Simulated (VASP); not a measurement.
# Na2Pt (Ni2In type) (P6_3/mmc) in VASP: relaxation of cell and atoms with LDA

Aim: the relaxation of cell and atoms of Na2Pt (Ni2In type) with LDA.

Program: VASP 6.6.1. These are calculated values, not measurements. Logs are shortened: lines on timing, memory, paths and dates and some standing lists are left out, and cuts for length are marked.

## Step 1: The cell of the first run

It takes space group P6_3/mmc (No. 194, hexagonal). The conventional cell has a = 5.359 Å, b = 5.359 Å, c = 6.699 Å, α = 90.00°, β = 90.00°, γ = 120.00°. Pt (site symmetry -6m2) has 11 Na at 3.09 to 3.52 Å within 4.1 Å. Within 4.4 Å of Na (site symmetry -3m) lie 8 Na at 3.35 to 3.52 Å and 6 Pt at 3.52 Å. Within 4.1 Å of Na (site symmetry -6m2) lie 5 Pt at 3.09 to 3.35 Å and 6 Na at 3.52 Å.

## Step 2: Relaxation of cell and atoms, LDA

The input, INCAR:

```
PREC = Accurate ; ENCUT = 600
EDIFF = 1E-6 ; ISMEAR = -1
SIGMA = 0.05 ; LREAL = False
LASPH = True ; NELM = 60
ALGO = Normal ; ISIF = 3
LWAVE = False ; LCHARG = False
GGA = CA ; IBRION = 2
NSW = 70 ; EDIFFG = -0.005
```

The input, KPOINTS:

```
regular mesh
0
Gamma
  7 7 5
```

The input, POSCAR:

```
Na2Pt
1.0
    5.3594709667      0.0000000000      0.0000000000
   -2.6797354834      4.6414380080      0.0000000000
    0.0000000000      0.0000000000      6.6993387084
Pt Na
2 4
Direct
    0.3333333333      0.6666666667      0.2500000000
    0.6666666667      0.3333333333      0.7500000000
    0.0000000000      0.0000000000      0.0000000000
    0.0000000000      0.0000000000      0.5000000000
    0.3333333333      0.6666666667      0.7500000000
    0.6666666667      0.3333333333      0.2500000000
```

Potentials or basis: VASP PAW LDA potentials, release 64 (Pt, Na_pv).

Command:

```
cat potpaw_LDA.64/Pt/POTCAR potpaw_LDA.64/Na_pv/POTCAR > POTCAR
mpirun -np 1 vasp_std > vasp.out
```

OUTCAR:

```text
PREC = Accurate
   ENCUT = 600
   EDIFF = 1E-6
   ISMEAR = -1
   LREAL = False
   LASPH = True
   NELM = 60
   ISIF = 3
   GGA = CA
   IBRION = 2
   NSW = 70
   EDIFFG = -0.005

 ion  position               nearest neighbor table
   1  0.333  0.667  0.250-   6 3.09   6 3.09   6 3.09
   2  0.667  0.333  0.750-   5 3.09   5 3.09   5 3.09
   3  0.000  0.000  0.000-
   4  0.000  0.000  0.500-
   5  0.333  0.667  0.750-   2 3.09   2 3.09   2 3.09
   6  0.667  0.333  0.250-   1 3.09   1 3.09   1 3.09

  LATTYP: Found a hexagonal cell.
 ALAT       =     5.3594709667
 C/A-ratio  =     1.2500000000

  Lattice vectors:

 A1 = (   5.3594709667,   0.0000000000,   0.0000000000)
 A2 = (  -2.6797354834,   4.6414380080,   0.0000000000)
 A3 = (   0.0000000000,   0.0000000000,   6.6993387084)

Analysis of symmetry for initial positions (statically):
=====================================================================
 Subroutine PRICEL returns:
 Original cell was already a primitive cell.

 Routine SETGRP: Setting up the symmetry group for a
 hexagonal supercell.

 Subroutine GETGRP returns: Found 24 space group operations
 (whereof 12 operations were pure point group operations)
 out of a pool of 24 trial point group operations.

The static configuration has the point symmetry D_3d.
 The point group associated with its full space group is D_6h.

Analysis of symmetry for dynamics (positions and initial velocities):
=====================================================================
 Subroutine PRICEL returns:
 Original cell was already a primitive cell.

 Routine SETGRP: Setting up the symmetry group for a
 hexagonal supercell.

 Subroutine GETGRP returns: Found 24 space group operations
 (whereof 12 operations were pure point group operations)
 out of a pool of 24 trial point group operations.

The dynamic configuration has the point symmetry D_3d.
 The point group associated with its full space group is D_6h.

 Subroutine INISYM returns: Found 24 space group operations
 (whereof 12 operations are pure point group operations),
 and found     1 'primitive' translations

----------------------------------------------------------------------------------------

                                     Primitive cell

  volume of cell :     166.6504

  direct lattice vectors                    reciprocal lattice vectors
[... 85 lines left out ...]
   PREC   = accura    normal or accurate (medium, high low for compatibility)
   ISTART =      0    job   : 0-new  1-cont  2-samecut
   ICHARG =      2    charge: 1-file 2-atom 10-const
   ISPIN  =      1    spin polarized calculation?
   LNONCOLLINEAR =      F non collinear calculations
   LSORBIT =      F    spin-orbit coupling
   LASPH  =      T    aspherical Exc in radial PAW
   ENCUT  =  600.0 eV  44.10 Ry    6.64 a.u.  10.70 10.70 13.38*2*pi/ulx,y,z
   NELM   =     60;   NELMIN=  2; NELMDL= -5     # of ELM steps
   EDIFF  = 0.1E-05   stopping-criterion for ELM
   LREAL  =      F    real-space projection
   EDIFFG = -.5E-02   stopping-criterion for IOM
   NSW    =     70    number of steps for IOM
   IBRION =      2    ionic relax: 0-MD 1-quasi-New 2-CG
   NFREE  =      1    steps in history (QN), initial steepest desc. (CG)
   ISIF   =      3    stress and relaxation
   ISYM   =      2    0-nonsym 1-usesym 2-fastsym
   POTIM  = 0.5000    time-step for ionic-motion
   TEBEG  =    0.0;   TEEND  =   0.0 temperature during run
   PSTRESS=    0.0 pullay stress
   NELECT =      48.0000    total number of electrons
   NUPDOWN=      -1.0000    fix difference up-down
   EMIN   =  10.00;   EMAX   =-10.00  energy-range for DOS
   EFERMI =   0.00;   METHOD = LEGACY
   ISMEAR =    -1;   SIGMA  =   0.05  broadening in eV -4-tet -1-fermi 0-gaus
   EFERMI_NEDOS =   21; number of points for ismear=-14 and -15
   IALGO  =     38    algorithm
   IMIX   =      4    mixing-type and parameters
     AMIX     =   0.40;   BMIX     =  1.00
     AMIX_MAG =   1.60;   BMIX_MAG =  1.00
  volume/ion in A,a.u.               =      27.78       187.44
  Fermi-wavevector in a.u.,A,eV,Ry     =   1.081151  2.043080 15.903686  1.168888
  Thomas-Fermi vector in A             =   2.217160
   LORBIT       =      0    0 simple, 1 ext, 2 COOP (PROOUT), +10 PAW based schemes
   GGA     = CA    functional components
   LHFCALC =     F    Hartree Fock is set to
   AEXX    =    0.0000 exact exchange contribution
   IVDW    =     0    specifies the selected vdW correction
   LEPSILON=     F    determine dielectric tensor
   LRPA    =     F    only Hartree local field effects (RPA)
 conjugate gradient relaxation of ions
 non-spin polarized calculation
  energy-cutoff  :      600.00
  volume of cell :      166.65
 maximum number of plane-waves:      5600
 NGX is ok and might be reduce to    48
   NGX = 21   NGY = 21   NGZ = 27

--------------------------------------- Ionic step        1  -------------------------------------------

 number of electron      47.9999992 magnetization

 Free energy of the ion-electron system (eV)
  ---------------------------------------------------
  ext. energy  EPLUGINS =         0.00000000
  ---------------------------------------------------
  free energy    TOTEN  =       -18.77939762 eV

  energy without entropy =      -18.77592207  energy(sigma->0) =      -18.77765985

------------------------ aborting loop because EDIFF is reached ----------------------------------------

  FORCE on cell =-STRESS in cart. coord.  units (eV):
  Direction    XX          YY          ZZ          XY          YZ          ZX
  --------------------------------------------------------------------------------------
  -------------------------------------------------------------------------------------
  Total       -7.2474692     -7.2474692     -5.5980745      0.0000000      0.0000000     -0.0000000
  in kB      -69.6771769    -69.6771769    -53.8198944      0.0000000      0.0000000     -0.0000000
  external PRESSURE =     -64.3914161 kB  Pullay stress =       0.0000000 kB
[... 1606 lines left out ...]
     27       4.7243      0.00000
     28       5.4117      0.00000

[... ionic steps 4 to 8 ...]

--------------------------------------- Ionic step        9  -------------------------------------------

 number of electron      48.0000009 magnetization

------------------------ aborting loop because EDIFF is reached ----------------------------------------
[... 75 lines left out ...]
--------------------------------------- Ionic step       11  -------------------------------------------

 number of electron      48.0000008 magnetization

 Free energy of the ion-electron system (eV)
  ---------------------------------------------------
  ext. energy  EPLUGINS =         0.00000000
  ---------------------------------------------------
  free energy    TOTEN  =       -20.20715939 eV

  energy without entropy =      -20.20066355  energy(sigma->0) =      -20.20391147

 E-fermi :   2.8911     XC(G=0):  -9.9626

 val. band max:        2.8905196849   @ k =   0.1429   0.0000   0.0000
 cond. band min:       2.9505653136   @ k =   0.4286  -0.0000   0.4000
 fundamental gap:      0.0600456287
 Fermi energy:         2.8911039444
[... 775 lines left out ...]
  FREE ENERGIE OF THE ION-ELECTRON SYSTEM (eV)
  ---------------------------------------------------
  free  energy   TOTEN  =       -20.2071593867 eV

  energy  without entropy=      -20.2006635454  energy(sigma->0) =      -20.20391147

 reached required accuracy - stopping structural energy minimisation
```

It took 9.3 min on 1 thread of AMD EPYC 9R45 (Zen 5), shared host; peak memory 0.33 GiB.

Results:

* Free energy: -20.2072 eV
* Relaxed volume: 19.24 Å³/atom
* Relaxed cell: a = 4.776 Å, b = 4.776 Å, c = 5.843 Å, α = 90.00°, β = 90.00°, γ = 120.00°
* Space group after relaxing (to 0.1 Å): P6_3/mmc (No. 194)
* Energy gained by relaxing: 238.0 meV/atom
* Ionic steps: 11
* Pressure after relaxing: 0.0 GPa
* Band gap on the k mesh: zero (bands 24 and 25 overlap by 0.02 eV)

The path:
| step | energy change (eV) | largest force (eV/Å) | pressure (GPa) | volume (Å³) |
| --- | --- | --- | --- | --- |
| 1 | 0.0000 | 0.0000 | -6.44 | 166.65 |
| 2 | -0.9491 | 0.0000 | -4.95 | 141.14 |
| 3 | -1.3591 | 0.0000 | -1.82 | 122.96 |
| 4 | -1.3870 | 0.0000 | 0.50 | 115.58 |
| 5 | -1.3907 | 0.0000 | -0.17 | 117.52 |
| 6 | -1.4123 | 0.0000 | -0.12 | 116.70 |
| 7 | -1.4262 | 0.0000 | 0.01 | 115.71 |
| 8 | -1.4060 | 0.0000 | 0.51 | 113.62 |
| 9 | -1.4277 | 0.0000 | 0.04 | 115.31 |
| 10 | -1.4277 | 0.0000 | 0.06 | 115.25 |
| 11 | -1.4278 | 0.0000 | -0.01 | 115.43 |

Final structure:
```
Pt Na
1.0
     4.77624    0.00000    0.00000
    -2.38812    4.13635    0.00000
     0.00000    0.00000    5.84280
Pt Na
2 4
Direct
  0.33333 0.66667 0.25000
  0.66667 0.33333 0.75000
  0.00000 0.00000 0.00000
  0.00000 0.00000 0.50000
  0.33333 0.66667 0.75000
  0.66667 0.33333 0.25000
```

Caveat: the volume moved by over 15 % at a fixed basis, so the end points are rough; spin-orbit coupling is left out, which moves the levels of the heavy elements.

The gap in the log of VASP goes by the Fermi energy; the results here count the filled bands.